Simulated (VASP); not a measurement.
# CsI (Pm-3m) in VASP: a series of runs, part 2 of 2

VASP 6.6.1.

**4. Single point, PBEsol**

This run uses another cell than the first one, of 45.77 Å³/atom.

The input, INCAR:

```
SYSTEM = CsI
PREC = Accurate ; ENCUT = 500
EDIFF = 1E-6 ; ISMEAR = -1
SIGMA = 0.02 ; LREAL = .False.
LASPH = .True. ; NELM = 120
ALGO = Normal ; ISIF = 2
LWAVE = .False. ; LCHARG = .True.
GGA = PS ; LELF = .True.
LVHAR = .True. ; NBANDS = 15
GGA_COMPAT = .False.
```

The input, KPOINTS:

```
regular mesh
0
Gamma
  6 6 6
  0 0 0
```

The input, POSCAR:

```
CsI
1.0
    4.5068143829      0.0000000000      0.0000000000
    0.0000000000      4.5068143829      0.0000000000
    0.0000000000      0.0000000000      4.5068143829
Cs I
1 1
Direct
    0.0000000000      0.0000000000      0.0000000000
    0.5000000000      0.5000000000      0.5000000000
```

Potentials or basis: VASP PAW PBE potentials, release 64 (Cs_sv, I).

The run is started by

```sh
$ cat potpaw_PBE.64/Cs_sv/POTCAR potpaw_PBE.64/I/POTCAR > POTCAR
$ mpirun -np 1 vasp_std > vasp.out
```

OUTCAR:

```text
SYSTEM = CsI
   PREC = Accurate
   ENCUT = 500
   EDIFF = 1E-6
   ISMEAR = -1
   LREAL = .False.
   LASPH = .True.
   NELM = 120
   ISIF = 2
   GGA = PS

 ion  position               nearest neighbor table
   1  0.000  0.000  0.000-
   2  0.500  0.500  0.500-

  LATTYP: Found a simple cubic cell.
 ALAT       =     4.5068143829

  Lattice vectors:

[... 536 lines left out ...]
     13       8.9397      0.00000
     14       8.9397      0.00000
     15      10.9859      0.00000

------------------------ aborting loop because EDIFF is reached ----------------------------------------

  FORCE on cell =-STRESS in cart. coord.  units (eV):
  Direction    XX          YY          ZZ          XY          YZ          ZX
  --------------------------------------------------------------------------------------
  -------------------------------------------------------------------------------------
  Total        0.0329403      0.0329403      0.0329403      0.0000000      0.0000000      0.0000000
  in kB        0.5765402      0.5765402      0.5765402      0.0000000      0.0000000      0.0000000
  external PRESSURE =       0.5765402 kB  Pullay stress =       0.0000000 kB

 VOLUME and BASIS-vectors are now :
 -----------------------------------------------------------------------------
  energy-cutoff  :      500.00
  volume of cell :       91.54
      direct lattice vectors                 reciprocal lattice vectors
     4.506814383  0.000000000  0.000000000     0.221886218  0.000000000  0.000000000
     0.000000000  4.506814383  0.000000000     0.000000000  0.221886218  0.000000000
     0.000000000  0.000000000  4.506814383     0.000000000  0.000000000  0.221886218

 POSITION                                       TOTAL-FORCE (eV/Angst)
 -----------------------------------------------------------------------------------
      0.00000      0.00000      0.00000         0.000000      0.000000      0.000000
      2.25341      2.25341      2.25341         0.000000      0.000000      0.000000
 -----------------------------------------------------------------------------------
    total drift:                               -0.000000      0.000000      0.000000

  FREE ENERGIE OF THE ION-ELECTRON SYSTEM (eV)
  ---------------------------------------------------
  free  energy   TOTEN  =        -5.7745755126 eV

  energy  without entropy=       -5.7745755126  energy(sigma->0) =       -5.77457551
```

stdout:

```text
POSCAR found type information on POSCAR CsI
 POSCAR found :  2 types and       2 ions
 scaLAPACK will be used
 -----------------------------------------------------------------------------
|                                                                             |
|                                                                             |
|     You enforced a specific xc type in the INCAR file but a different       |
|     I HOPE YOU KNOW WHAT YOU ARE DOING!                                     |
|                                                                             |
 -----------------------------------------------------------------------------

 LDA part: xc-table for (Slater+PW92), standard interpolation
 POSCAR, INCAR and KPOINTS ok, starting setup
 FFT: planning ... GRIDC
 FFT: planning ... GRID_SOFT
 FFT: planning ... GRID
 WAVECAR not read
 entering main loop
```

Run time: 12 s. Hardware: 1 thread of Intel Xeon Platinum 8488C (Sapphire Rapids), shared host; peak memory 0.21 GiB.

Results:

```
Free energy            : -5.7746 eV
Pressure               : 0.1 GPa
Band gap on the k mesh : 3.83 eV (least direct gap 3.91 eV)
```

Levels at points of the mesh, in eV from the valence-band top:
```csv
k point,band 4,band 5,band 6,band 7,band 8,band 9,band 10,band 11,band 12,band 13
"(0.00, 0.00, 0.00)",-6.99,-6.99,-0.08,-0.08,-0.08,3.83,4.01,4.01,7.83,7.83
"(0.50, 0.00, 0.00)",-6.91,-6.91,-1.70,-0.27,-0.27,5.09,6.51,6.68,6.82,7.99
"(0.50, 0.50, 0.00)",-7.42,-6.87,-0.90,-0.90,0.00,4.12,4.83,6.04,6.04,9.74
"(0.50, 0.50, 0.50)",-7.28,-7.28,-1.44,-1.44,-1.44,7.18,7.18,7.18,8.00,8.00
```

Caveat: the PAW data sets were made with another functional, which shifts forces and pressure a little; spin-orbit coupling is left out, which moves the levels of the heavy elements. PBEsol gaps usually lie below the measured ones, often by a third to a half.

**5. Single point, LDA**

The input, INCAR:

```
SYSTEM = CsI
ALGO     = Normal         ! electronic algorithm
EDIFF    = 1E-6           ! SCF threshold, eV
ENCUT    = 500            ! plane-wave cutoff, eV
GGA_COMPAT= .FALSE.      
ISIF     = 2              ! what is computed and relaxed
ISMEAR   = 0              ! smearing method
LASPH    = .TRUE.         ! aspherical terms in the spheres
LCHARG   = .FALSE.        ! write CHGCAR
LREAL    = .FALSE.        ! projectors in reciprocal space
LWAVE    = .FALSE.        ! write WAVECAR
NBANDS   = 15             ! bands
NELM     = 120            ! most SCF steps
PREC     = Accurate       ! precision mode
SIGMA    = 0.01           ! smearing width, eV
```

The input, KPOINTS:

```
k-points
0
G
  6 6 6
  0 0 0
```

The input, POSCAR:

```
CsI
1.0
    4.6080836004      0.0000000000      0.0000000000
    0.0000000000      4.6080836004      0.0000000000
    0.0000000000      0.0000000000      4.6080836004
Cs I
1 1
Direct
    0.0000000000      0.0000000000      0.0000000000
    0.5000000000      0.5000000000      0.5000000000
```

Potentials or basis: VASP PAW LDA potentials, release 64 (Cs_sv, I).

The run is started by

```sh
$ cat potpaw_LDA.64/Cs_sv/POTCAR potpaw_LDA.64/I/POTCAR > POTCAR
$ mpirun -np 1 vasp_std > vasp.out
```

Wall time 11 s (1 thread of Intel Xeon Platinum 8488C (Sapphire Rapids), shared host); peak memory 0.18 GiB.

It converged, with:

```
Free energy            : -6.1183 eV
Pressure               : -1.6 GPa
Band gap on the k mesh : 3.45 eV (least direct gap 3.55 eV)
```

Levels at points of the mesh, in eV from the valence-band top:
| k point | band 4 | band 5 | band 6 | band 7 | band 8 | band 9 | band 10 | band 11 | band 12 | band 13 |
| --- | --- | --- | --- | --- | --- | --- | --- | --- | --- | --- |
| (0.00, 0.00, 0.00) | -7.07 | -7.07 | -0.09 | -0.09 | -0.09 | 3.45 | 4.00 | 4.00 | 7.62 | 7.62 |
| (0.50, 0.00, 0.00) | -7.01 | -7.01 | -1.56 | -0.24 | -0.24 | 4.98 | 6.12 | 6.37 | 6.67 | 7.69 |
| (0.50, 0.50, 0.00) | -7.42 | -6.97 | -0.86 | -0.86 | 0.00 | 3.99 | 4.70 | 5.95 | 5.95 | 9.24 |
| (0.50, 0.50, 0.50) | -7.32 | -7.32 | -1.29 | -1.29 | -1.29 | 6.87 | 6.87 | 6.87 | 7.60 | 7.60 |

Caveat: spin-orbit coupling is left out, which moves the levels of the heavy elements. A k mesh can miss the band edges.

**6. Single point, r2SCAN**

POSCAR is that of step 5.

The input, INCAR.step1:

```
PREC = Accurate ; ENCUT = 550
ISMEAR = -1 ; SIGMA = 0.02
LREAL = F ; LASPH = T
NELM = 120 ; NBANDS = 15
GGA = PE ; ALGO = Normal
EDIFF = 1E-5 ; LWAVE = T
LCHARG = F ; GGA_COMPAT = F
```

The input, INCAR.step2:

```
PREC = Accurate ; ENCUT = 550
EDIFF = 1E-6 ; ISMEAR = -1
SIGMA = 0.02 ; LREAL = F
LASPH = T ; NELM = 120
ALGO = Normal ; ISIF = 2
LWAVE = F ; LCHARG = T
METAGGA = R2SCAN ; LMIXTAU = T
LELF = T ; LVHAR = T
NBANDS = 15 ; ISTART = 1
GGA_COMPAT = F
```

The input, KPOINTS:

```
Automatic mesh
0
Gamma
  6 6 6
```

Potentials or basis: VASP PAW PBE potentials, release 64 (Cs_sv, I).

The run is started by

```sh
$ cat potpaw_PBE.64/Cs_sv/POTCAR potpaw_PBE.64/I/POTCAR > POTCAR
$ cp INCAR.step1 INCAR
$ mpirun -np 1 vasp_std > vasp.out
$ cp INCAR.step2 INCAR
$ mpirun -np 1 vasp_std > vasp.out
```

It took 50 s on 1 thread of Intel Xeon Platinum 8488C (Sapphire Rapids), shared host; peak memory 0.22 GiB.

It converged, with:

| Quantity | Value |
| --- | --- |
| Free energy | -53.1259 eV |
| Pressure | 0.1 GPa |
| Band gap on the k mesh | 4.50 eV (least direct gap 4.59 eV) |

Levels at points of the mesh, in eV from the valence-band top:
```csv
k point,band 5,band 6,band 7,band 8,band 9,band 10,band 11,band 12
"(0.00, 0.00, 0.00)",-7.33,-0.09,-0.09,-0.09,4.50,4.65,4.65,8.35
"(0.50, 0.00, 0.00)",-7.27,-1.49,-0.22,-0.22,5.67,7.03,7.22,7.36
"(0.50, 0.50, 0.00)",-7.23,-0.86,-0.86,0.00,4.76,5.50,6.67,6.67
"(0.50, 0.50, 0.50)",-7.56,-1.25,-1.25,-1.25,7.66,7.66,7.66,8.40
```

Caveat: the PAW data sets were made with another functional, which shifts forces and pressure a little; spin-orbit coupling is left out, which moves the levels of the heavy elements.

**7. Overview**

```tsv
level	potentials or basis	spin	cell	k mesh	cutoff (eV)	smearing	grid for exact exchange (PRECFOCK)	share of exact exchange	screening parameter	gap on the mesh (eV)	pressure (GPa)
HSE06	VASP PAW PBE potentials, release 64 (Cs_sv, I)	non-collinear, zero start, SOC	a = 4.608 Å, 2 atoms	4 × 4 × 4	400	gaussian 0.01 eV	Normal	0.25	0.2079 1/Å	-	0.2
LDA	VASP PAW LDA potentials, release 64 (Cs_sv, I)	off	a = 4.402 Å, 2 atoms	6 × 6 × 6	500	fermi-dirac 0.02 eV	-	-	-	3.77	0.1
PBEsol	VASP PAW PBE potentials, release 64 (Cs_sv, I)	off	a = 4.507 Å, 2 atoms	6 × 6 × 6	500	fermi-dirac 0.02 eV	-	-	-	3.83	0.1
LDA	VASP PAW LDA potentials, release 64 (Cs_sv, I)	off	a = 4.608 Å, 2 atoms	6 × 6 × 6	500	gaussian 0.01 eV	-	-	-	3.45	-1.6
r2SCAN	VASP PAW PBE potentials, release 64 (Cs_sv, I)	off	a = 4.608 Å, 2 atoms	6 × 6 × 6	550	fermi-dirac 0.02 eV	-	-	-	4.50	0.1
```

Alike in all rows: task single point.

Caveats: spin-orbit coupling is left out, which moves the levels of the heavy elements (at least some runs); the PAW data sets were made with another functional, which shifts forces and pressure a little (at least some runs).

Total energies depend on the potentials used, so only differences within one code and one set of settings carry meaning.
